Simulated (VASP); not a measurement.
# AlN (P6_3mc) in VASP: further runs

Runs on AlN. Level: PBE. Tasks: single point.

Program: VASP 6.6.1. These are calculated values, not measurements. Logs are shortened: lines on timing, memory, paths and dates and some standing lists are left out, and cuts for length are marked.

**What was measured.**

“Self-assembly of well-separated AlN nanowires directly on sputtered metallic TiN films”, 2019, arxiv:1910.07391 quotes, for a bulk crystal of AlN at 10 K: band gap 6.034 eV (an exciton energy, a little under the gap).

How close the calculation comes is told below.

## 1. The cell of the first run

The structure is hexagonal, space group P6_3mc (No. 186). Conventional cell: a = 3.066 Å, b = 3.066 Å, c = 4.916 Å, α = 90.00°, β = 90.00°, γ = 120.00°. Al (site symmetry 3m) has 4 N at 1.86 to 1.88 Å within 2.5 Å. Within 2.5 Å of N (site symmetry 3m) lie 4 Al at 1.86 to 1.88 Å.

## 2. Single point, PBE (volume changed by -6%)

Input file INCAR:

```
  ALGO = Normal
  EDIFF = 1E-6
  ENCUT = 520
  GGA = PE
  ISIF = 2
  ISMEAR = 0
  LASPH = T
  LCHARG = F
  LREAL = F
  LWAVE = F
  NBANDS = 16
  NELM = 60
  PREC = Accurate
  SIGMA = 0.01
```

Input file KPOINTS:

```
k-points
0
Gamma
  9 9 4
```

Input file POSCAR:

```
AlN
1.0
    3.0663464091      0.0000000000      0.0000000000
   -1.5331732045      2.6555338871      0.0000000000
    0.0000000000      0.0000000000      4.9155558887
Al N
2 2
Direct
    0.3333333333      0.6666666667     -0.0007707944
    0.6666666667      0.3333333333      0.4992292056
    0.3333333333      0.6666666667      0.3807707944
    0.6666666667      0.3333333333      0.8807707944
```

Potentials or basis: VASP PAW PBE potentials, release 64 (Al, N).

Run with:

```sh
cat potpaw_PBE.64/Al/POTCAR potpaw_PBE.64/N/POTCAR > POTCAR
mpirun -np 1 vasp_std > vasp.out
```

OUTCAR:

```text
EDIFF = 1E-6
   ENCUT = 520
   GGA = PE
   ISIF = 2
   ISMEAR = 0
   LASPH = T
   LREAL = F
   NELM = 60
   PREC = Accurate

 ion  position               nearest neighbor table
   1  0.333  0.667  0.999-   4 1.86   4 1.86   4 1.86   3 1.88   2 3.03   2 3.03   2 3.03   2 3.03
                             2 3.03   2 3.03
   2  0.667  0.333  0.499-   3 1.86   3 1.86   3 1.86   4 1.88   1 3.03   1 3.03   1 3.03   1 3.03
                             1 3.03   1 3.03
   3  0.333  0.667  0.381-   2 1.86   2 1.86   2 1.86   1 1.88
   4  0.667  0.333  0.881-   1 1.86   1 1.86   1 1.86   2 1.88

  LATTYP: Found a hexagonal cell.
 ALAT       =     3.0663464091
 C/A-ratio  =     1.6030660705

  Lattice vectors:

 A1 = (   3.0663464091,   0.0000000000,   0.0000000000)
 A2 = (  -1.5331732045,   2.6555338871,   0.0000000000)
 A3 = (   0.0000000000,   0.0000000000,   4.9155558887)

Analysis of symmetry for initial positions (statically):
=====================================================================
 Subroutine PRICEL returns:
 Original cell was already a primitive cell.

 Routine SETGRP: Setting up the symmetry group for a
 hexagonal supercell.

 Subroutine GETGRP returns: Found 12 space group operations
 (whereof  6 operations were pure point group operations)
 out of a pool of 24 trial point group operations.

The static configuration has the point symmetry C_3v.
 The point group associated with its full space group is C_6v.

Analysis of symmetry for dynamics (positions and initial velocities):
=====================================================================
 Subroutine PRICEL returns:
 Original cell was already a primitive cell.

 Routine SETGRP: Setting up the symmetry group for a
 hexagonal supercell.

 Subroutine GETGRP returns: Found 12 space group operations
 (whereof  6 operations were pure point group operations)
 out of a pool of 24 trial point group operations.

The dynamic configuration has the point symmetry C_3v.
 The point group associated with its full space group is C_6v.

 Subroutine INISYM returns: Found 12 space group operations
 (whereof  6 operations are pure point group operations),
 and found     1 'primitive' translations

----------------------------------------------------------------------------------------

                                     Primitive cell

  volume of cell :      40.0263

  direct lattice vectors                    reciprocal lattice vectors
     3.066346409  0.000000000  0.000000000     0.326121014  0.188286055  0.000000000
    -1.533173204  2.655533887  0.000000000     0.000000000  0.376572110  0.000000000
     0.000000000  0.000000000  4.915555889     0.000000000  0.000000000  0.203435791

  length of vectors
     3.066346409  3.066346409  4.915555889     0.376572110  0.376572110  0.203435791

  position of ions in fractional coordinates (direct lattice)
     0.333333333  0.666666667  0.999229206
     0.666666667  0.333333333  0.499229206
     0.333333333  0.666666667  0.380770794
     0.666666667  0.333333333  0.880770794

  ion indices of the primitive-cell ions
   primitive index   ion index
                 1           1
                 2           2
                 3           3
                 4           4

----------------------------------------------------------------------------------------

 KPOINTS: k-points

Automatic generation of k-mesh.
 Grid dimensions read from file:
 generate k-points for:    9    9    4

 Generating k-lattice:

  Cartesian coordinates                     Fractional coordinates (reciprocal lattice)
     0.036235668  0.020920673  0.000000000     0.111111111  0.000000000  0.000000000
     0.000000000  0.041841346  0.000000000     0.000000000  0.111111111  0.000000000
     0.000000000  0.000000000  0.050858948     0.000000000  0.000000000  0.250000000

  Length of vectors
     0.041841346  0.041841346  0.050858948

  Shift w.r.t. Gamma in fractional coordinates (k-lattice)
     0.000000000  0.000000000  0.000000000

 Subroutine IBZKPT returns following result:
 ===========================================

 Found     36 irreducible k-points:

 Following reciprocal coordinates:
            Coordinates               Weight
  0.000000  0.000000  0.000000      1.000000
  0.111111  0.000000  0.000000      6.000000
  0.222222  0.000000  0.000000      6.000000
  0.333333 -0.000000  0.000000      6.000000
  0.444444  0.000000  0.000000      6.000000
  0.111111  0.111111  0.000000      6.000000
[... 16 lines left out ...]
  0.333333  0.222222  0.250000     24.000000
  0.333333  0.333333  0.250000      4.000000
 [... further k-points ...]
   k-points           NKPTS =     36   k-points in BZ     NKDIM =     36   number of bands    NBANDS=     16
   number of dos      NEDOS =    301   number of ions     NIONS =      4
   total plane-waves  NPLWV =  23040
   dimension x,y,z NGX =    24 NGY =   24 NGZ =   40
   dimension x,y,z NGXF=    48 NGYF=   48 NGZF=   80
   ions per type =               2   2
   NGX,Y,Z   is equivalent  to a cutoff of  13.01, 13.01, 13.53 a.u.
   NGXF,Y,Z  is equivalent  to a cutoff of  26.02, 26.02, 27.06 a.u.
 SYSTEM =  unknown system
   PREC   = accura    normal or accurate (medium, high low for compatibility)
   ISTART =      0    job   : 0-new  1-cont  2-samecut
   ICHARG =      2    charge: 1-file 2-atom 10-const
   ISPIN  =      1    spin polarized calculation?
   LNONCOLLINEAR =      F non collinear calculations
   LSORBIT =      F    spin-orbit coupling
   LASPH  =      T    aspherical Exc in radial PAW
   ENCUT  =  520.0 eV  38.22 Ry    6.18 a.u.   5.70  5.70  9.14*2*pi/ulx,y,z
   NELM   =     60;   NELMIN=  2; NELMDL= -5     # of ELM steps
   EDIFF  = 0.1E-05   stopping-criterion for ELM
   LREAL  =      F    real-space projection
   EDIFFG = 0.1E-04   stopping-criterion for IOM
   NSW    =      0    number of steps for IOM
   IBRION =     -1    ionic relax: 0-MD 1-quasi-New 2-CG
   NFREE  =      0    steps in history (QN), initial steepest desc. (CG)
   ISIF   =      2    stress and relaxation
   ISYM   =      2    0-nonsym 1-usesym 2-fastsym
   POTIM  = 0.5000    time-step for ionic-motion
   TEBEG  =    0.0;   TEEND  =   0.0 temperature during run
   PSTRESS=    0.0 pullay stress
   NELECT =      16.0000    total number of electrons
   NUPDOWN=      -1.0000    fix difference up-down
   EMIN   =  10.00;   EMAX   =-10.00  energy-range for DOS
   EFERMI =   0.00;   METHOD = LEGACY
   ISMEAR =     0;   SIGMA  =   0.01  broadening in eV -4-tet -1-fermi 0-gaus
   EFERMI_NEDOS =   21; number of points for ismear=-14 and -15
   IALGO  =     38    algorithm
   IMIX   =      4    mixing-type and parameters
     AMIX     =   0.40;   BMIX     =  1.00
     AMIX_MAG =   1.60;   BMIX_MAG =  1.00
  volume/ion in A,a.u.               =      10.01        67.53
  Fermi-wavevector in a.u.,A,eV,Ry     =   1.205960  2.278934 19.787492  1.454340
  Thomas-Fermi vector in A             =   2.341641
   LORBIT       =      0    0 simple, 1 ext, 2 COOP (PROOUT), +10 PAW based schemes
   GGA     = PE    functional components
   LHFCALC =     F    Hartree Fock is set to
   AEXX    =    0.0000 exact exchange contribution
   IVDW    =     0    specifies the selected vdW correction
   LEPSILON=     F    determine dielectric tensor
   LRPA    =     F    only Hartree local field effects (RPA)
 non-spin polarized calculation
 Gauss-broadening in eV      SIGMA  =   0.01
  energy-cutoff  :      520.00
  volume of cell :       40.03
 maximum number of plane-waves:      1087
 NGX is ok and might be reduce to    24
   NGX = 11   NGY = 11   NGZ = 19

 number of electron      15.9999996 magnetization

 Free energy of the ion-electron system (eV)
  ---------------------------------------------------
  ext. energy  EPLUGINS =         0.00000000
  ---------------------------------------------------
  free energy    TOTEN  =       -29.68090221 eV

  energy without entropy =      -29.68090221  energy(sigma->0) =      -29.68090221

 E-fermi :   6.6483     XC(G=0): -11.0974

 val. band max:        6.5648267239   @ k =   0.0000   0.0000   0.0000
 cond. band min:      11.1580344788   @ k =   0.0000   0.0000   0.0000
 fundamental gap:      4.5932077549
 Fermi energy:         6.6482945087

 k-point     1 :       0.0000    0.0000    0.0000
  band No.  band energies     occupation
      1      -8.8780      2.00000
      2      -6.6019      2.00000
      3       0.3785      2.00000
      4       5.6920      2.00000
      5       5.6920      2.00000
      6       6.3483      2.00000
[... 8 lines left out ...]
     15      20.1317      0.00000
     16      20.1317      0.00000

 k-point     2 :       0.1111    0.0000    0.0000
  band No.  band energies     occupation
      1      -8.7131      2.00000
      2      -6.5083      2.00000
      3       0.5718      2.00000
      4       4.9721      2.00000
      5       5.4872      2.00000
      6       5.6745      2.00000
[... 8 lines left out ...]
     15      19.9325      0.00000
     16      20.0963      0.00000

 k-point     3 :       0.2222    0.0000    0.0000
  band No.  band energies     occupation
      1      -8.2444      2.00000
      2      -6.2732      2.00000
      3       1.1333      2.00000
      4       3.4295      2.00000
      5       4.3971      2.00000
      6       5.0685      2.00000
[... 8 lines left out ...]
     15      19.1795      0.00000
     16      19.8392      0.00000

 k-point     4 :       0.3333   -0.0000    0.0000
  band No.  band energies     occupation
      1      -7.5657      2.00000
      2      -6.0449      2.00000
      3       1.9524      2.00000
      4       1.9925      2.00000
      5       3.1788      2.00000
      6       4.6802      2.00000
[... 8 lines left out ...]
     15      19.1134      0.00000
     16      21.4114      0.00000
[... 324 lines left out ...]
 k-point    22 :       0.2222    0.2222    0.2500
  band No.  band energies     occupation
      1      -7.0417      2.00000
      2      -6.1643      2.00000
      3       1.6751      2.00000
      4       2.0234      2.00000
      5       3.7349      2.00000
      6       3.8801      2.00000
[... 8 lines left out ...]
     15      19.1567      0.00000
     16      21.5895      0.00000

 k-point    23 :       0.3333    0.2222    0.2500
  band No.  band energies     occupation
      1      -6.5210      2.00000
      2      -6.0870      2.00000
      3       1.3493      2.00000
      4       1.8955      2.00000
      5       2.8922      2.00000
      6       4.0577      2.00000
[... 8 lines left out ...]
     15      19.7790      0.00000
     16      21.9488      0.00000

 k-point    24 :       0.3333    0.3333    0.2500
  band No.  band energies     occupation
      1      -6.1982      2.00000
      2      -6.1982      2.00000
      3       1.8266      2.00000
      4       2.0355      2.00000
      5       2.0355      2.00000
      6       3.5003      2.00000
[... 8 lines left out ...]
     15      19.9472      0.00000
     16      22.6075      0.00000

 [... further k-points ...]
[... 5 lines left out ...]
  --------------------------------------------------------------------------------------
  -------------------------------------------------------------------------------------
  Total        3.3881548      3.3881548      3.1744625      0.0000000     -0.0000000      0.0000000
  in kB      135.6213681    135.6213681    127.0676742      0.0000000     -0.0000000      0.0000000
  external PRESSURE =     132.7701368 kB  Pullay stress =       0.0000000 kB

 VOLUME and BASIS-vectors are now :
 -----------------------------------------------------------------------------
  energy-cutoff  :      520.00
  volume of cell :       40.03
      direct lattice vectors                 reciprocal lattice vectors
     3.066346409  0.000000000  0.000000000     0.326121014  0.188286055  0.000000000
    -1.533173204  2.655533887  0.000000000     0.000000000  0.376572110  0.000000000
     0.000000000  0.000000000  4.915555889     0.000000000  0.000000000  0.203435791

 POSITION                                       TOTAL-FORCE (eV/Angst)
 -----------------------------------------------------------------------------------
     -0.00000      1.77036      4.91177         0.000000     -0.000000     -0.023490
      1.53317      0.88518      2.45399        -0.000000     -0.000000     -0.023490
     -0.00000      1.77036      1.87170        -0.000000     -0.000000      0.023490
      1.53317      0.88518      4.32948         0.000000      0.000000      0.023490
 -----------------------------------------------------------------------------------
    total drift:                                0.000000      0.000000      0.000067

  FREE ENERGIE OF THE ION-ELECTRON SYSTEM (eV)
  ---------------------------------------------------
  free  energy   TOTEN  =       -29.6809022075 eV

  energy  without entropy=      -29.6809022075  energy(sigma->0) =      -29.68090221
```

Wall time 27 s (1 thread of Intel Xeon Platinum 8259CL at 2.50GHz (Skylake/Cascade Lake), shared host); peak memory 0.16 GiB.

Results:

```yaml
Free_energy: -29.6809 eV
Pressure: 13.3 GPa
Largest_force: 0.023 eV/Å
Band_gap_on_the_k_mesh: 4.59 eV, direct
```

Forces on the atoms (eV/Å):
```
Al   0.000  0.000 -0.023
Al   0.000  0.000 -0.023
N    0.000  0.000  0.023
N    0.000  0.000  0.023
```

## 3. Single point, PBE (volume changed by -3%)

Input file INCAR:

```
SYSTEM = AlN
ALGO = Normal ; EDIFF = 1E-7
ENCUT = 520 ; GGA = PE
ISIF = 2 ; ISMEAR = 0
LASPH = .TRUE. ; LCHARG = .FALSE.
LREAL = .FALSE. ; LWAVE = .FALSE.
NBANDS = 16 ; NELM = 100
PREC = Accurate ; SIGMA = 0.01
```

Input file KPOINTS:

```
k-points
0
G
  9 9 4
  0 0 0
```

Input file POSCAR:

```
AlN
1.0
    3.0986261118      0.0000000000      0.0000000000
   -1.5493130559      2.6834889297      0.0000000000
    0.0000000000      0.0000000000      4.9673023850
Al N
2 2
Direct
    0.3333333333      0.6666666667     -0.0007707944
    0.6666666667      0.3333333333      0.4992292056
    0.3333333333      0.6666666667      0.3807707944
    0.6666666667      0.3333333333      0.8807707944
```

Potentials or basis: VASP PAW PBE potentials, release 64 (Al, N).

Run with:

```sh
cat potpaw_PBE.64/Al/POTCAR potpaw_PBE.64/N/POTCAR > POTCAR
mpirun -np 1 vasp_std > vasp.out
```

It took 34 s on 1 thread of Intel Xeon Platinum 8259CL at 2.50GHz (Skylake/Cascade Lake), shared host; peak memory 0.16 GiB.

It converged, with:

| Property | Result |
| --- | --- |
| Free energy | -29.7576 eV |
| Pressure | 6.0 GPa |
| Largest force | 0.011 eV/Å |
| Band gap on the k mesh | 4.31 eV, direct |

Forces on the atoms (eV/Å):
```
Al   0.000  0.000 -0.011
Al   0.000  0.000 -0.011
N    0.000  0.000  0.011
N    0.000  0.000  0.011
```

Stress tensor (GPa, compression positive):
```
6.12 0.00 0.00
0.00 6.12 0.00
0.00 0.00 5.76
```

Levels at points of the mesh, in eV from the valence-band top:
```tsv
k point	band 5	band 6	band 7	band 8	band 9	band 10	band 11	band 12
(0.00, 0.00, 0.00)	-0.86	-0.21	-0.21	0.00	4.31	6.77	10.70	11.25
(0.00, 0.00, 0.50)	-0.54	-0.54	-0.54	-0.54	6.57	6.57	10.41	10.41
```

(Part 1 of 3 ends here.)
